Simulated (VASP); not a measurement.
Runs of VASP 6.6.1 on Ni. The structure is that of space group P6_3/mmc (No. 194), or close to it. The cells are those of the table. This isn't the form of Ni at room conditions, which is fcc.

```tsv
task	cell	gap on the mesh (eV)	pressure (GPa)	moment (μB)
relaxation of shape and atoms at fixed volume	relaxed from a = 2.348, b = 2.348, c = 3.849 Å, angles 90.0, 90.0, 120.0°, 2 atoms	none	51.2	(a)
relaxation of cell and atoms	relaxed from a = 2.495, b = 2.495, c = 4.042 Å, angles 90.0, 90.0, 120.0°, 2 atoms	none	0.0	1.28
relaxation of shape and atoms at fixed volume	relaxed from a = 2.420, b = 2.420, c = 3.968 Å, angles 90.0, 90.0, 120.0°, 2 atoms	none	19.4	1.22
relaxation of shape and atoms at fixed volume	relaxed from a = 2.099, b = 2.099, c = 3.441 Å, angles 90.0, 90.0, 120.0°, 2 atoms	none	338.7	0.90
```

Alike in all rows: level PBE; potentials or basis VASP PAW PBE potentials, release 64 (Ni); spin collinear, ferromagnetic start; k mesh 17 × 17 × 10; cutoff (eV) 600; smearing fermi-dirac 0.08 eV.

Problem. Estimate the missing entries.

Solution. (a) 1.15.

A gap of «none» marks levels without a gap at the run's occupations.
